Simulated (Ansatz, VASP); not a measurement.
One calculation of LaSb, two programs

```
CELL_PARAMETERS angstrom
0.00000 3.28770 3.28770
3.28770 0.00000 3.28770
3.28770 3.28770 0.00000
ATOMIC_POSITIONS crystal
La 0.00000 0.00000 0.00000
Sb 0.50000 0.50000 0.50000
```

Change from the starting cell: volume scaled by 1.04, crystal datasets.

Alike in both runs: task electric field gradients; functional PBEsol; k mesh 10 × 10 × 10; occupations fermi-dirac, width 0.05 eV; no spin polarisation.

```csv
,VASP,Ansatz
version,VASP 6.6.1,Ansatz 0.2.0
potentials or method,"VASP PAW PBE potentials, release 64 (La, Sb), cutoff 520 eV","all-electron PAW with datasets made for the crystal, scalar-relativistic"
```

|  | VASP | Ansatz | Ansatz less VASP |
| --- | --- | --- | --- |
| pressure (GPa) | -2.9 | -2.9 | +0.03 |

VASP's potentials were made for PBE, not for PBEsol. Ansatz ran all-electron here, and VASP with PAW potentials.

Spin-orbit coupling is off throughout.
